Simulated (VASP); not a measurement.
# Pd (Fm-3m) in VASP: further runs

Pd is run at these levels: PBE; tasks: single point.

Everything below comes from runs of VASP 6.6.1. Logs are shortened: lines on timing, memory, paths and dates and some standing lists are left out, and cuts for length are marked.

## 1. The cell of the first run

It takes space group Fm-3m (No. 225, cubic). The conventional cell has a = 3.313 Å, b = 3.313 Å, c = 3.313 Å, α = 90.00°, β = 90.00°, γ = 90.00°. Pd (site symmetry m-3m) has 12 Pd at 2.34 Å within 3.1 Å.

## 2. Single point, PBE

The input, INCAR:

```
SYSTEM = Pd
ALGO = Normal ; EDIFF = 1E-7
ENCUT = 520 ; GGA = PE
ISIF = 2 ; ISMEAR = -1
LASPH = .TRUE. ; LCHARG = .FALSE.
LREAL = .FALSE. ; LWAVE = .FALSE.
NBANDS = 11 ; NELM = 60
PREC = Accurate ; SIGMA = 0.05
```

The input, KPOINTS:

```
k-points
0
G
  20 20 20
  0 0 0
```

The input, POSCAR:

```
Pd
1.0
    0.0000000000      1.6564757209      1.6564757209
    1.6564757209      0.0000000000      1.6564757209
    1.6564757209      1.6564757209      0.0000000000
Pd
1
Direct
    0.0000000000      0.0000000000      0.0000000000
```

Potentials or basis: VASP PAW PBE potentials, release 64 (Pd).

The run is started by

```console
> cat potpaw_PBE.64/Pd/POTCAR > POTCAR
> mpirun -np 1 vasp_std > vasp.out
```

OUTCAR:

```text
SYSTEM = Pd
   EDIFF = 1E-7
   ENCUT = 520
   GGA = PE
   ISIF = 2
   ISMEAR = -1
   LASPH = .TRUE.
   LREAL = .FALSE.
   NELM = 60
   PREC = Accurate

 ion  position               nearest neighbor table
   1  0.000  0.000  0.000-

  LATTYP: Found a face centered cubic cell.
 ALAT       =     3.3129514418

  Lattice vectors:

 A1 = (   0.0000000000,   1.6564757209,   1.6564757209)
 A2 = (   1.6564757209,   0.0000000000,   1.6564757209)
 A3 = (   1.6564757209,   1.6564757209,   0.0000000000)

Analysis of symmetry for initial positions (statically):
=====================================================================
 Subroutine PRICEL returns:
 Original cell was already a primitive cell.

 Routine SETGRP: Setting up the symmetry group for a
 face centered cubic supercell.

 Subroutine GETGRP returns: Found 48 space group operations
 (whereof 48 operations were pure point group operations)
 out of a pool of 48 trial point group operations.

The static configuration has the point symmetry O_h .

Analysis of symmetry for dynamics (positions and initial velocities):
=====================================================================
 Subroutine PRICEL returns:
 Original cell was already a primitive cell.

 Routine SETGRP: Setting up the symmetry group for a
 face centered cubic supercell.

 Subroutine GETGRP returns: Found 48 space group operations
 (whereof 48 operations were pure point group operations)
 out of a pool of 48 trial point group operations.

The dynamic configuration has the point symmetry O_h .

 Subroutine INISYM returns: Found 48 space group operations
 (whereof 48 operations are pure point group operations),
 and found     1 'primitive' translations

----------------------------------------------------------------------------------------

                                     Primitive cell

  volume of cell :       9.0904

  direct lattice vectors                    reciprocal lattice vectors
     0.000000000  1.656475721  1.656475721    -0.301845656  0.301845656  0.301845656
     1.656475721  0.000000000  1.656475721     0.301845656 -0.301845656  0.301845656
     1.656475721  1.656475721  0.000000000     0.301845656  0.301845656 -0.301845656

  length of vectors
     2.342610430  2.342610430  2.342610430     0.522812012  0.522812012  0.522812012

  position of ions in fractional coordinates (direct lattice)
     0.000000000  0.000000000  0.000000000

  ion indices of the primitive-cell ions
   primitive index   ion index
                 1           1

----------------------------------------------------------------------------------------

 KPOINTS: k-points

Automatic generation of k-mesh.
 Grid dimensions read from file:
 generate k-points for:   20   20   20

 Generating k-lattice:

  Cartesian coordinates                     Fractional coordinates (reciprocal lattice)
    -0.015092283  0.015092283  0.015092283     0.050000000  0.000000000  0.000000000
     0.015092283 -0.015092283  0.015092283     0.000000000  0.050000000  0.000000000
     0.015092283  0.015092283 -0.015092283     0.000000000  0.000000000  0.050000000

  Length of vectors
     0.026140601  0.026140601  0.026140601

  Shift w.r.t. Gamma in fractional coordinates (k-lattice)
     0.000000000  0.000000000  0.000000000

 Subroutine IBZKPT returns following result:
 ===========================================

 Found    256 irreducible k-points:

 Following reciprocal coordinates:
            Coordinates               Weight
  0.000000  0.000000  0.000000      1.000000
  0.050000  0.000000  0.000000      8.000000
  0.100000  0.000000  0.000000      8.000000
  0.150000  0.000000  0.000000      8.000000
  0.200000  0.000000  0.000000      8.000000
  0.250000  0.000000  0.000000      8.000000
[... 16 lines left out ...]
 -0.400000  0.050000  0.000000     24.000000
 -0.350000  0.050000  0.000000     24.000000
 [... further k-points ...]
   k-points           NKPTS =    256   k-points in BZ     NKDIM =    256   number of bands    NBANDS=     11
   number of dos      NEDOS =    301   number of ions     NIONS =      1
   total plane-waves  NPLWV =   5832
   dimension x,y,z NGX =    18 NGY =   18 NGZ =   18
   dimension x,y,z NGXF=    36 NGYF=   36 NGZF=   36
   ions per type =               1
   NGX,Y,Z   is equivalent  to a cutoff of  12.77, 12.77, 12.77 a.u.
   NGXF,Y,Z  is equivalent  to a cutoff of  25.55, 25.55, 25.55 a.u.
 SYSTEM =  Pd
   PREC   = accura    normal or accurate (medium, high low for compatibility)
   ISTART =      0    job   : 0-new  1-cont  2-samecut
   ICHARG =      2    charge: 1-file 2-atom 10-const
   ISPIN  =      1    spin polarized calculation?
   LNONCOLLINEAR =      F non collinear calculations
   LSORBIT =      F    spin-orbit coupling
   LASPH  =      T    aspherical Exc in radial PAW
   ENCUT  =  520.0 eV  38.22 Ry    6.18 a.u.   4.36  4.36  4.36*2*pi/ulx,y,z
   NELM   =     60;   NELMIN=  2; NELMDL= -5     # of ELM steps
   EDIFF  = 0.1E-06   stopping-criterion for ELM
   LREAL  =      F    real-space projection
   EDIFFG = 0.1E-05   stopping-criterion for IOM
   NSW    =      0    number of steps for IOM
   IBRION =     -1    ionic relax: 0-MD 1-quasi-New 2-CG
   NFREE  =      0    steps in history (QN), initial steepest desc. (CG)
   ISIF   =      2    stress and relaxation
   ISYM   =      2    0-nonsym 1-usesym 2-fastsym
   POTIM  = 0.5000    time-step for ionic-motion
   TEBEG  =    0.0;   TEEND  =   0.0 temperature during run
   PSTRESS=    0.0 pullay stress
   NELECT =      10.0000    total number of electrons
   NUPDOWN=      -1.0000    fix difference up-down
   EMIN   =  10.00;   EMAX   =-10.00  energy-range for DOS
   EFERMI =   0.00;   METHOD = LEGACY
   ISMEAR =    -1;   SIGMA  =   0.05  broadening in eV -4-tet -1-fermi 0-gaus
   EFERMI_NEDOS =   21; number of points for ismear=-14 and -15
   IALGO  =     38    algorithm
   IMIX   =      4    mixing-type and parameters
     AMIX     =   0.40;   BMIX     =  1.00
     AMIX_MAG =   1.60;   BMIX_MAG =  1.00
  volume/ion in A,a.u.               =       9.09        61.35
  Fermi-wavevector in a.u.,A,eV,Ry     =   1.689973  3.193586 38.858356  2.856009
  Thomas-Fermi vector in A             =   2.772003
   LORBIT       =      0    0 simple, 1 ext, 2 COOP (PROOUT), +10 PAW based schemes
   GGA     = PE    functional components
   LHFCALC =     F    Hartree Fock is set to
   AEXX    =    0.0000 exact exchange contribution
   IVDW    =     0    specifies the selected vdW correction
   LEPSILON=     F    determine dielectric tensor
   LRPA    =     F    only Hartree local field effects (RPA)
 non-spin polarized calculation
  energy-cutoff  :      520.00
  volume of cell :        9.09
 maximum number of plane-waves:       262
 NGX is ok and might be reduce to    18
   NGX =  9   NGY =  9   NGZ =  9

 number of electron      10.0000003 magnetization

 Free energy of the ion-electron system (eV)
  ---------------------------------------------------
  ext. energy  EPLUGINS =         0.00000000
  ---------------------------------------------------
  free energy    TOTEN  =        -1.23450715 eV

  energy without entropy =       -1.22607927  energy(sigma->0) =       -1.23029321

 E-fermi :  20.6699     XC(G=0): -16.4294

 val. band max:       20.6597320169   @ k =  -0.4000   0.3500   0.1000
 cond. band min:      20.6759823927   @ k =   0.4500   0.1000   0.0000
 fundamental gap:      0.0162503758
 Fermi energy:        20.6699333372

 k-point     1 :       0.0000    0.0000    0.0000
  band No.  band energies     occupation
      1       9.1631      2.00000
      2      14.5179      2.00000
      3      14.5179      2.00000
      4      14.5179      2.00000
      5      18.0295      2.00000
      6      18.0295      2.00000
      7      36.4128      0.00000
      8      44.3111      0.00000
      9      44.3111      0.00000
     10      44.3111      0.00000
     11      44.5192      0.00000

 k-point     2 :       0.0500    0.0000    0.0000
  band No.  band energies     occupation
      1       9.3100      2.00000
      2      14.4392      2.00000
      3      14.5825      2.00000
      4      14.5825      2.00000
      5      17.9841      2.00000
      6      17.9841      2.00000
      7      36.6763      0.00000
      8      43.6127      0.00000
      9      44.5352      0.00000
     10      44.5612      0.00000
     11      44.5612      0.00000

 k-point     3 :       0.1000    0.0000    0.0000
  band No.  band energies     occupation
      1       9.7246      2.00000
      2      14.2451      2.00000
      3      14.7563      2.00000
      4      14.7563      2.00000
      5      17.8764      2.00000
      6      17.8764      2.00000
      7      37.4132      0.00000
      8      42.1535      0.00000
      9      44.5374      0.00000
     10      45.2941      0.00000
     11      45.2941      0.00000

 k-point     4 :       0.1500    0.0000    0.0000
  band No.  band energies     occupation
      1      10.3067      2.00000
      2      14.0721      2.00000
      3      14.9723      2.00000
      4      14.9723      2.00000
      5      17.7945      2.00000
      6      17.7945      2.00000
      7      38.4099      0.00000
      8      40.6346      0.00000
      9      44.5356      0.00000
     10      46.4613      0.00000
     11      46.4613      0.00000
[... 239 lines left out ...]
 k-point    22 :      -0.4500    0.0500    0.0000
  band No.  band energies     occupation
      1      10.2781      2.00000
      2      14.2443      2.00000
      3      14.4466      2.00000
      4      19.2512      2.00000
      5      20.4916      1.94510
      6      22.1299      0.00000
      7      33.4469      0.00000
      8      36.4735      0.00000
      9      44.5570      0.00000
     10      45.4475      0.00000
     11      46.0225      0.00000

 k-point    23 :      -0.4000    0.0500    0.0000
  band No.  band energies     occupation
      1      10.4024      2.00000
      2      14.3687      2.00000
      3      14.5320      2.00000
      4      18.6522      2.00000
      5      19.9962      2.00000
      6      21.5186      0.00000
      7      34.1532      0.00000
      8      37.2611      0.00000
      9      44.5577      0.00000
     10      45.9588      0.00000
     11      47.0936      0.00000

 k-point    24 :      -0.3500    0.0500    0.0000
  band No.  band energies     occupation
      1      10.6143      2.00000
      2      14.5635      2.00000
      3      14.6965      2.00000
      4      17.5673      2.00000
      5      19.3187      2.00000
      6      20.6902      0.80041
      7      35.0540      0.00000
      8      38.6270      0.00000
      9      44.5564      0.00000
     10      47.0344      0.00000
     11      48.6790      0.00000

 [... further k-points ...]

------------------------ aborting loop because EDIFF is reached ----------------------------------------

  FORCE on cell =-STRESS in cart. coord.  units (eV):
  Direction    XX          YY          ZZ          XY          YZ          ZX
  --------------------------------------------------------------------------------------
  -------------------------------------------------------------------------------------
  Total       19.8574580     19.8574580     19.8574580      0.0000000      0.0000000      0.0000000
  in kB     3499.8466440   3499.8466440   3499.8466440      0.0000000      0.0000000      0.0000000
  external PRESSURE =    3499.8466440 kB  Pullay stress =       0.0000000 kB

 VOLUME and BASIS-vectors are now :
 -----------------------------------------------------------------------------
  energy-cutoff  :      520.00
  volume of cell :        9.09
      direct lattice vectors                 reciprocal lattice vectors
     0.000000000  1.656475721  1.656475721    -0.301845656  0.301845656  0.301845656
     1.656475721  0.000000000  1.656475721     0.301845656 -0.301845656  0.301845656
     1.656475721  1.656475721  0.000000000     0.301845656  0.301845656 -0.301845656

 POSITION                                       TOTAL-FORCE (eV/Angst)
 -----------------------------------------------------------------------------------
      0.00000      0.00000      0.00000         0.000000      0.000000      0.000000
 -----------------------------------------------------------------------------------
    total drift:                                0.000000      0.000000      0.000000

  FREE ENERGIE OF THE ION-ELECTRON SYSTEM (eV)
  ---------------------------------------------------
  free  energy   TOTEN  =        -1.2345071481 eV

  energy  without entropy=       -1.2260792693  energy(sigma->0) =       -1.23029321
```

Run time: 18 s. Hardware: 1 thread of AMD EPYC 9R14 (Zen 4), shared host; peak memory 0.11 GiB.

Results:

* Free energy: -1.2345 eV
* Pressure: 350.0 GPa
* Band gap on the k mesh: zero (bands 5 and 6 overlap by 3.65 eV)

Caveat: the cell stands under pressure.

## 3. Single point, PBE

This run uses another cell than the first one, of 15.33 Å³/atom.

The input, INCAR:

```
ALGO     = Normal         # electronic algorithm
EDIFF    = 1E-6           # SCF threshold, eV
ENCUT    = 520            # plane-wave cutoff, eV
GGA      = PE             # functional
ISIF     = 2              # what is computed and relaxed
ISMEAR   = -1             # smearing method
LASPH    = T              # aspherical terms in the spheres
LCHARG   = T              # write CHGCAR
LELF     = T              # ELF
LREAL    = F              # projectors in reciprocal space
LVHAR    = T            
LWAVE    = F              # write WAVECAR
NBANDS   = 11             # bands
NELM     = 100            # most SCF steps
PREC     = Accurate       # precision mode
SIGMA    = 0.05           # smearing width, eV
```

The input, KPOINTS:

```
k-points
0
Gamma
  17 17 17
```

The input, POSCAR:

```
Pd
1.0
    0.0000000000      1.9716945013      1.9716945013
    1.9716945013      0.0000000000      1.9716945013
    1.9716945013      1.9716945013      0.0000000000
Pd
1
Direct
    0.0000000000      0.0000000000      0.0000000000
```

Potentials or basis: VASP PAW PBE potentials, release 64 (Pd).

The run is started by

```console
> cat potpaw_PBE.64/Pd/POTCAR > POTCAR
> mpirun -np 1 vasp_std > vasp.out
```

It took 21 s on 1 thread of AMD EPYC 9R14 (Zen 4), shared host; peak memory 0.13 GiB.

It converged, with:

| Property | Result |
| --- | --- |
| Free energy | -5.2230 eV |
| Pressure | -0.3 GPa |
| Band gap on the k mesh | zero (bands 5 and 6 overlap by 1.46 eV) |

Levels at points of the mesh, in eV from the Fermi level:
```csv
k point,band 2,band 3,band 4,band 5,band 6,band 7,band 8,band 9
"(0.00, 0.00, 0.00)",-2.66,-2.66,-2.66,-1.15,-1.15,17.18,21.74,21.74
```
